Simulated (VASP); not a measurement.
# TaN (I4/mmm) in VASP: a series of runs

TaN is run at these levels: r2SCAN; tasks: single point.

All numbers are computed with VASP 6.6.1; they aren't measurements. Logs are shortened: lines on timing, memory, paths and dates and some standing lists are left out, and cuts for length are marked.

**1. The cell of the first run**

The structure is tetragonal, space group I4/mmm (No. 139). The conventional cell has a = 2.927 Å, b = 2.927 Å, c = 4.249 Å, α = 90.00°, β = 90.00°, γ = 90.00°. Ta (site symmetry 4/mmm) has 6 N at 2.07 to 2.12 Å within 2.7 Å. Within 2.7 Å of N (site symmetry 4/mmm) lie 6 Ta at 2.07 to 2.12 Å.

**2. Single point, r2SCAN (strain -0.050 along x and y, -0.025 along z)**

POSCAR reads:

```
TaN
1.0
    0.0000000000      2.0700500000      2.1245250000
    2.0700500000      0.0000000000      2.1245250000
    2.0700500000      2.0700500000      0.0000000000
Ta N
1 1
Direct
    0.5000000000      0.5000000000      0.5000000000
    0.0000000000      0.0000000000      0.0000000000
```

INCAR.step1 reads:

```
SYSTEM = TaN
PREC = Accurate ; ENCUT = 520
ISMEAR = 0 ; SIGMA = 0.15
LREAL = .FALSE. ; LASPH = .TRUE.
NELM = 80 ; NBANDS = 15
GGA = PE ; ALGO = Normal
EDIFF = 1E-4 ; LWAVE = .TRUE.
LCHARG = .FALSE.
```

INCAR.step2 reads:

```
SYSTEM = TaN
PREC = Accurate ; ENCUT = 520
EDIFF = 1E-6 ; ISMEAR = 0
SIGMA = 0.15 ; LREAL = .FALSE.
LASPH = .TRUE. ; NELM = 80
ALGO = Normal ; ISIF = 2
LWAVE = .FALSE. ; LCHARG = .FALSE.
METAGGA = R2SCAN ; LMIXTAU = .TRUE.
NBANDS = 15 ; ISTART = 1
```

KPOINTS reads:

```
regular mesh
0
G
  18 18 18
  0 0 0
```

Potentials or basis: VASP PAW PBE potentials, release 64 (Ta_pv, N).

On the command line:

```sh
cat potpaw_PBE.64/Ta_pv/POTCAR potpaw_PBE.64/N/POTCAR > POTCAR
cp INCAR.step1 INCAR
mpirun -np 1 vasp_std > vasp.out
cp INCAR.step2 INCAR
mpirun -np 1 vasp_std > vasp.out
```

OUTCAR:

```text
SYSTEM = TaN
   PREC = Accurate
   ENCUT = 520
   EDIFF = 1E-6
   ISMEAR = 0
   LREAL = .FALSE.
   LASPH = .TRUE.
   NELM = 80
   ISIF = 2
   METAGGA = R2SCAN
   ISTART = 1

 ion  position               nearest neighbor table
   1  0.500  0.500  0.500-   2 2.07   2 2.07   2 2.07   2 2.07   2 2.12   2 2.12
   2  0.000  0.000  0.000-   1 2.07   1 2.07   1 2.07   1 2.07   1 2.12   1 2.12

  LATTYP: Found a body centered tetragonal cell.
 ALAT       =     2.9274927848
 C/A-ratio  =     1.4514297088

  Lattice vectors:

 A1 = (  -2.0700500000,   0.0000000000,   2.1245250000)
 A2 = (   2.0700500000,   0.0000000000,   2.1245250000)
 A3 = (   0.0000000000,   2.0700500000,  -2.1245250000)

Analysis of symmetry for initial positions (statically):
=====================================================================
 Subroutine PRICEL returns:
 Original cell was already a primitive cell.

 Routine SETGRP: Setting up the symmetry group for a
 body centered tetragonal supercell.

 Subroutine GETGRP returns: Found 16 space group operations
 (whereof 16 operations were pure point group operations)
 out of a pool of 16 trial point group operations.

The static configuration has the point symmetry D_4h.

Analysis of symmetry for dynamics (positions and initial velocities):
=====================================================================
 Subroutine PRICEL returns:
 Original cell was already a primitive cell.

 Routine SETGRP: Setting up the symmetry group for a
 body centered tetragonal supercell.

 Subroutine GETGRP returns: Found 16 space group operations
 (whereof 16 operations were pure point group operations)
 out of a pool of 16 trial point group operations.

The dynamic configuration has the point symmetry D_4h.

 Subroutine INISYM returns: Found 16 space group operations
 (whereof 16 operations are pure point group operations),
 and found     1 'primitive' translations

----------------------------------------------------------------------------------------

                                     Primitive cell

  volume of cell :      18.2076

  direct lattice vectors                    reciprocal lattice vectors
     0.000000000  2.070050000  2.124525000    -0.241540059  0.241540059  0.235346725
     2.070050000  0.000000000  2.124525000     0.241540059 -0.241540059  0.235346725
     2.070050000  2.070050000  0.000000000     0.241540059  0.241540059 -0.235346725

  length of vectors
     2.966262544  2.966262544  2.927492785     0.414814755  0.414814755  0.414814755

  position of ions in fractional coordinates (direct lattice)
[... 91 lines left out ...]
   NUPDOWN=      -1.0000    fix difference up-down
   EMIN   =  10.00;   EMAX   =-10.00  energy-range for DOS
   EFERMI =   0.00;   METHOD = LEGACY
   ISMEAR =     0;   SIGMA  =   0.15  broadening in eV -4-tet -1-fermi 0-gaus
   EFERMI_NEDOS =   21; number of points for ismear=-14 and -15
   IALGO  =     38    algorithm
   IMIX   =      4    mixing-type and parameters
     AMIX     =   0.40;   BMIX     =  1.00
     AMIX_MAG =   1.60;   BMIX_MAG =  1.00
  volume/ion in A,a.u.               =       9.10        61.44
  Fermi-wavevector in a.u.,A,eV,Ry     =   1.568064  2.963210 33.454321  2.458823
  Thomas-Fermi vector in A             =   2.670150
   LORBIT       =      0    0 simple, 1 ext, 2 COOP (PROOUT), +10 PAW based schemes
   METAGGA = R2SCAN    functional components
   LHFCALC =     F    Hartree Fock is set to
   AEXX    =    0.0000 exact exchange contribution
   IVDW    =     0    specifies the selected vdW correction
   LEPSILON=     F    determine dielectric tensor
   LRPA    =     F    only Hartree local field effects (RPA)
 non-spin polarized calculation
 Gauss-broadening in eV      SIGMA  =   0.15
  energy-cutoff  :      520.00
  volume of cell :       18.21
 maximum number of plane-waves:       532
 NGX is ok and might be reduce to    24
   NGX = 11   NGY = 11   NGZ = 11

 number of electron      16.0000002 magnetization

 Free energy of the ion-electron system (eV)
  ---------------------------------------------------
  ext. energy  EPLUGINS =         0.00000000
  ---------------------------------------------------
  free energy    TOTEN  =       -58.92087276 eV

  energy without entropy =      -58.91375480  energy(sigma->0) =      -58.91731378

 E-fermi :  11.4770     XC(G=0): -15.4746

 val. band max:       11.4570472510   @ k =  -0.3333   0.3889   0.2222
 cond. band min:      11.4786100933   @ k =   0.4444   0.1111   0.0556
 fundamental gap:      0.0215628423
 Fermi energy:        11.4770368535

 k-point     1 :       0.0000    0.0000    0.0000
  band No.  band energies     occupation
      1     -25.3773      2.00000
      2     -25.3732      2.00000
      3     -25.3732      2.00000
      4      -9.8887      2.00000
      5       6.7174      2.00000
      6       6.9064      2.00000
      7       6.9065      2.00000
      8       8.5504      2.00000
      9       8.9347      2.00000
     10       8.9347      2.00000
     11      11.2792      1.93783
     12      11.8148      0.00145
     13      14.8673      0.00000
     14      21.4978      0.00000
[... 401 lines left out ...]
      2     -25.5022      2.00000
      3     -25.3991      2.00000
      4      -8.0937      2.00000
      5       2.5187      2.00000
      6       3.6465      2.00000
      7       4.0754      2.00000
      8      10.3772      2.00000
      9      10.5298      2.00000
     10      11.6031      0.23444
     11      14.6595      0.00000
     12      17.3667      0.00000
     13      18.1647      0.00000
     14      21.4976      0.00000
     15      25.6739      0.00000

 [... further k-points ...]

------------------------ aborting loop because EDIFF is reached ----------------------------------------

  FORCE on cell =-STRESS in cart. coord.  units (eV):
  Direction    XX          YY          ZZ          XY          YZ          ZX
  --------------------------------------------------------------------------------------
  -------------------------------------------------------------------------------------
  Total       10.2814815     10.2814815      6.7620230      0.0000000      0.0000000      0.0000000
  in kB      904.7170327    904.7170327    595.0229438      0.0000000      0.0000000      0.0000000
  external PRESSURE =     801.4856698 kB  Pullay stress =       0.0000000 kB

 VOLUME and BASIS-vectors are now :
 -----------------------------------------------------------------------------
  energy-cutoff  :      520.00
  volume of cell :       18.21
      direct lattice vectors                 reciprocal lattice vectors
     0.000000000  2.070050000  2.124525000    -0.241540059  0.241540059  0.235346725
     2.070050000  0.000000000  2.124525000     0.241540059 -0.241540059  0.235346725
     2.070050000  2.070050000  0.000000000     0.241540059  0.241540059 -0.235346725

 POSITION                                       TOTAL-FORCE (eV/Angst)
 -----------------------------------------------------------------------------------
      2.07005      2.07005      2.12453        -0.000000      0.000000      0.000000
      0.00000      0.00000      0.00000         0.000000     -0.000000      0.000000
 -----------------------------------------------------------------------------------
    total drift:                                0.000000     -0.000000     -0.000000

  FREE ENERGIE OF THE ION-ELECTRON SYSTEM (eV)
  ---------------------------------------------------
  free  energy   TOTEN  =       -58.9208727594 eV

  energy  without entropy=      -58.9137547982  energy(sigma->0) =      -58.91731378
```

It took 4.8 min on 1 thread of Intel Xeon Platinum 8259CL at 2.50GHz (Skylake/Cascade Lake), shared host; peak memory 0.26 GiB.

Results:

- Free energy: -58.9209 eV
- Pressure: 80.1 GPa
- Band gap on the k mesh: zero (bands 8 and 9 overlap by 4.87 eV)

Caveat: the cell differs from its parent crystal (strain -0.050 along x and y, -0.025 along z); the stress differs along the axes, from 60 to 90 GPa; the PAW data sets were made with another functional, which shifts forces and pressure a little; spin-orbit coupling is left out, which moves the levels of the heavy elements.

**3. Single point, r2SCAN (strain -0.025 along x and y, -0.050 along z)**

POSCAR reads:

```
TaN
1.0
    0.0000000000      2.1245250000      2.0700500000
    2.1245250000      0.0000000000      2.0700500000
    2.1245250000      2.1245250000      0.0000000000
Ta N
1 1
Direct
    0.5000000000      0.5000000000      0.5000000000
    0.0000000000      0.0000000000      0.0000000000
```

INCAR.step1 reads:

```
PREC = Accurate
ENCUT = 520
ISMEAR = 0
SIGMA = 0.15
LREAL = False
LASPH = True
NELM = 60
NBANDS = 15
GGA = PE
ALGO = Normal
EDIFF = 1E-4
LWAVE = True
LCHARG = False
```

INCAR.step2 reads:

```
PREC = Accurate
ENCUT = 520
EDIFF = 1E-6
ISMEAR = 0
SIGMA = 0.15
LREAL = False
LASPH = True
NELM = 60
ALGO = Normal
ISIF = 2
LWAVE = False
LCHARG = False
METAGGA = R2SCAN
LMIXTAU = True
NBANDS = 15
ISTART = 1
```

KPOINTS reads:

```
Automatic mesh
0
Gamma
  18 18 18
```

Potentials or basis: VASP PAW PBE potentials, release 64 (Ta_pv, N).

On the command line:

```sh
cat potpaw_PBE.64/Ta_pv/POTCAR potpaw_PBE.64/N/POTCAR > POTCAR
cp INCAR.step1 INCAR
mpirun -np 1 vasp_std > vasp.out
cp INCAR.step2 INCAR
mpirun -np 1 vasp_std > vasp.out
```

OUTCAR:

```text
PREC = Accurate
   ENCUT = 520
   EDIFF = 1E-6
   ISMEAR = 0
   LREAL = False
   LASPH = True
   NELM = 60
   ISIF = 2
   METAGGA = R2SCAN
   ISTART = 1

 ion  position               nearest neighbor table
   1  0.500  0.500  0.500-   2 2.07   2 2.07   2 2.12   2 2.12   2 2.12   2 2.12
   2  0.000  0.000  0.000-   1 2.07   1 2.07   1 2.12   1 2.12   1 2.12   1 2.12

  LATTYP: Found a body centered tetragonal cell.
 ALAT       =     3.0045320686
 C/A-ratio  =     1.3779516762

  Lattice vectors:
[... 620 lines left out ...]

------------------------ aborting loop because EDIFF is reached ----------------------------------------

  FORCE on cell =-STRESS in cart. coord.  units (eV):
  Direction    XX          YY          ZZ          XY          YZ          ZX
  --------------------------------------------------------------------------------------
  -------------------------------------------------------------------------------------
  Total        6.2752445      6.2752445      9.6893061      0.0000000     -0.0000000      0.0000000
  in kB      538.0302697    538.0302697    830.7469130      0.0000000     -0.0000000      0.0000000
  external PRESSURE =     635.6024841 kB  Pullay stress =       0.0000000 kB

 VOLUME and BASIS-vectors are now :
 -----------------------------------------------------------------------------
  energy-cutoff  :      520.00
  volume of cell :       18.69
      direct lattice vectors                 reciprocal lattice vectors
     0.000000000  2.124525000  2.070050000    -0.235346725  0.235346725  0.241540059
     2.124525000  0.000000000  2.070050000     0.235346725 -0.235346725  0.241540059
     2.124525000  2.124525000  0.000000000     0.235346725  0.235346725 -0.241540059

 POSITION                                       TOTAL-FORCE (eV/Angst)
 -----------------------------------------------------------------------------------
      2.12453      2.12453      2.07005        -0.000000      0.000000     -0.000000
      0.00000      0.00000      0.00000         0.000000     -0.000000      0.000000
 -----------------------------------------------------------------------------------
    total drift:                                0.000000     -0.000000     -0.000000

  FREE ENERGIE OF THE ION-ELECTRON SYSTEM (eV)
  ---------------------------------------------------
  free  energy   TOTEN  =       -59.1351188066 eV

  energy  without entropy=      -59.1276582671  energy(sigma->0) =      -59.13138854
```

It took 5.1 min on 1 thread of Intel Xeon Platinum 8259CL at 2.50GHz (Skylake/Cascade Lake), shared host; peak memory 0.26 GiB.

What came out:

```yaml
Free_energy: -59.1351 eV
Pressure: 63.6 GPa
Band_gap_on_the_k_mesh: zero (bands 8 and 9 overlap by 4.90 eV)
```

Caveat: the cell differs from its parent crystal (strain -0.025 along x and y, -0.050 along z); the stress differs along the axes, from 54 to 83 GPa; the PAW data sets were made with another functional, which shifts forces and pressure a little; spin-orbit coupling is left out, which moves the levels of the heavy elements.

**4. Single point, r2SCAN (strain -0.050 along x and y, +0.025 along z)**

POSCAR reads:

```
TaN
1.0
    0.0000000000      2.0700500000      2.2334750000
    2.0700500000      0.0000000000      2.2334750000
    2.0700500000      2.0700500000      0.0000000000
Ta N
1 1
Direct
    0.5000000000      0.5000000000      0.5000000000
    0.0000000000      0.0000000000      0.0000000000
```

INCAR.step1 reads:

```
SYSTEM = TaN
PREC = Accurate ; ENCUT = 520
ISMEAR = 0 ; SIGMA = 0.15
LREAL = .FALSE. ; LASPH = .TRUE.
NELM = 100 ; NBANDS = 15
GGA = PE ; ALGO = Normal
EDIFF = 1E-4 ; LWAVE = .TRUE.
LCHARG = .FALSE.
```

INCAR.step2 reads:

```
SYSTEM = TaN
PREC = Accurate ; ENCUT = 520
EDIFF = 1E-6 ; ISMEAR = 0
SIGMA = 0.15 ; LREAL = .FALSE.
LASPH = .TRUE. ; NELM = 100
ALGO = Normal ; ISIF = 2
LWAVE = .FALSE. ; LCHARG = .FALSE.
METAGGA = R2SCAN ; LMIXTAU = .TRUE.
NBANDS = 15 ; ISTART = 1
```

KPOINTS reads:

```
regular mesh
0
G
  18 18 18
  0 0 0
```

On the command line:

```sh
cat potpaw_PBE.64/Ta_pv/POTCAR potpaw_PBE.64/N/POTCAR > POTCAR
cp INCAR.step1 INCAR
mpirun -np 1 vasp_std > vasp.out
cp INCAR.step2 INCAR
mpirun -np 1 vasp_std > vasp.out
```

Run time: 4.4 min. Hardware: 1 thread of Intel Xeon Platinum 8259CL at 2.50GHz (Skylake/Cascade Lake), shared host; peak memory 0.26 GiB.

Results (log left out):

```yaml
Free_energy: -59.1192 eV
Pressure: 55.2 GPa
Band_gap_on_the_k_mesh: zero (bands 8 and 9 overlap by 4.40 eV)
```

Stress tensor (GPa, compression positive):
```
75.75  0.00  0.00
 0.00 75.75  0.00
 0.00  0.00 13.98
```

Levels at points of the mesh, in eV from the Fermi level:
```tsv
k point	band 5	band 6	band 7	band 8	band 9	band 10	band 11	band 12
(0.00, 0.00, 0.00)	-4.72	-4.31	-4.31	-3.14	-2.05	-2.05	-1.07	0.75
(0.50, 0.00, 0.00)	-11.75	-8.91	-8.87	2.08	2.44	2.84	4.39	7.69
(0.50, 0.50, 0.00)	-7.83	-6.29	-4.95	-4.95	2.55	4.16	4.16	5.64
(0.50, 0.00, 0.50)	-6.89	-6.40	-5.54	-5.11	2.31	3.52	4.86	6.46
```

Caveat: the cell differs from its parent crystal (strain -0.050 along x and y, +0.025 along z); the stress differs along the axes, from 14 to 76 GPa; the PAW data sets were made with another functional, which shifts forces and pressure a little; spin-orbit coupling is left out, which moves the levels of the heavy elements.

**5. Single point, r2SCAN (strain +0.000 along x and y, -0.025 along z)**

POSCAR reads:

```
TaN
1.0
    0.0000000000      2.1790000000      2.1245250000
    2.1790000000      0.0000000000      2.1245250000
    2.1790000000      2.1790000000      0.0000000000
Ta N
1 1
Direct
    0.5000000000      0.5000000000      0.5000000000
    0.0000000000      0.0000000000      0.0000000000
```

INCAR.step1 reads:

```
  ALGO = Normal
  EDIFF = 1E-4
  ENCUT = 520
  GGA = PE
  ISMEAR = 0
  LASPH = True
  LCHARG = False
  LREAL = False
  LWAVE = True
  NBANDS = 15
  NELM = 80
  PREC = Accurate
  SIGMA = 0.15
```

INCAR.step2 reads:

```
  ALGO = Normal
  EDIFF = 1E-7
  ENCUT = 520
  ISIF = 2
  ISMEAR = 0
  ISTART = 1
  LASPH = True
  LCHARG = False
  LMIXTAU = True
  LREAL = False
  LWAVE = False
  METAGGA = R2SCAN
  NBANDS = 15
  NELM = 80
  PREC = Accurate
  SIGMA = 0.15
```

KPOINTS reads:

```
k-points
0
Gamma
  18 18 18
```

On the command line:

```sh
cat potpaw_PBE.64/Ta_pv/POTCAR potpaw_PBE.64/N/POTCAR > POTCAR
cp INCAR.step1 INCAR
mpirun -np 1 vasp_std > vasp.out
cp INCAR.step2 INCAR
mpirun -np 1 vasp_std > vasp.out
```

It took 5.3 min on 1 thread of Intel Xeon Platinum 8259CL at 2.50GHz (Skylake/Cascade Lake), shared host; peak memory 0.27 GiB.

It converged, with:

* Free energy: -59.5294 eV
* Pressure: 23.3 GPa
* Band gap on the k mesh: zero (bands 8 and 9 overlap by 4.39 eV)

Stress tensor (GPa, compression positive):
```
16.45  0.00  0.00
 0.00 16.45  0.00
 0.00  0.00 36.85
```

Levels at points of the mesh, in eV from the Fermi level:
| k point | band 4 | band 5 | band 6 | band 7 | band 8 | band 9 | band 10 | band 11 | band 12 | band 13 |
| --- | --- | --- | --- | --- | --- | --- | --- | --- | --- | --- |
| (0.00, 0.00, 0.00) | -20.48 | -4.37 | -4.37 | -4.23 | -2.44 | -2.44 | -2.12 | -0.06 | 0.17 | 2.40 |
| (0.50, 0.00, 0.00) | -17.13 | -11.31 | -8.43 | -8.43 | 1.95 | 2.20 | 2.27 | 4.24 | 8.06 | 8.69 |
| (0.50, 0.50, 0.00) | -19.24 | -7.00 | -6.06 | -5.24 | -5.24 | 2.40 | 3.85 | 3.85 | 5.36 | 8.12 |
| (0.50, 0.00, 0.50) | -19.26 | -7.31 | -5.99 | -5.16 | -5.03 | 2.31 | 3.66 | 4.02 | 5.29 | 8.00 |

Caveat: the cell differs from its parent crystal (strain +0.000 along x and y, -0.025 along z); the stress differs along the axes, from 16 to 37 GPa; the PAW data sets were made with another functional, which shifts forces and pressure a little; spin-orbit coupling is left out, which moves the levels of the heavy elements.

**6. Overview**

```tsv
cell	gap on the mesh (eV)	pressure (GPa)
a = 2.966, b = 2.966, c = 2.927 Å, angles 60.4, 60.4, 59.1°, 2 atoms	none	80.1
a = 2.966, b = 2.966, c = 3.005 Å, angles 59.6, 59.6, 60.9°, 2 atoms	none	63.6
a = 3.045, b = 3.045, c = 2.927 Å, angles 61.3, 61.3, 57.5°, 2 atoms	none	55.2
a = 3.043, b = 3.043, c = 3.082 Å, angles 59.6, 59.6, 60.8°, 2 atoms	none	23.3
```

Alike in all rows: task single point; level r2SCAN; potentials or basis VASP PAW PBE potentials, release 64 (Ta_pv, N); no spin polarisation; k mesh 18 × 18 × 18; cutoff (eV) 520; smearing gaussian 0.15 eV.

Caveats: the PAW data sets were made with another functional, which shifts forces and pressure a little; spin-orbit coupling is left out, which moves the levels of the heavy elements; the stress differs along the axes, from 60 to 90 GPa (at least some runs); the stress differs along the axes, from 54 to 83 GPa (at least some runs); the stress differs along the axes, from 14 to 76 GPa (at least some runs); the stress differs along the axes, from 16 to 37 GPa (at least some runs).

Total energies depend on the potentials used, so only differences within one code and one set of settings carry meaning.

The gap in the log of VASP goes by the Fermi energy; the results here count the filled bands.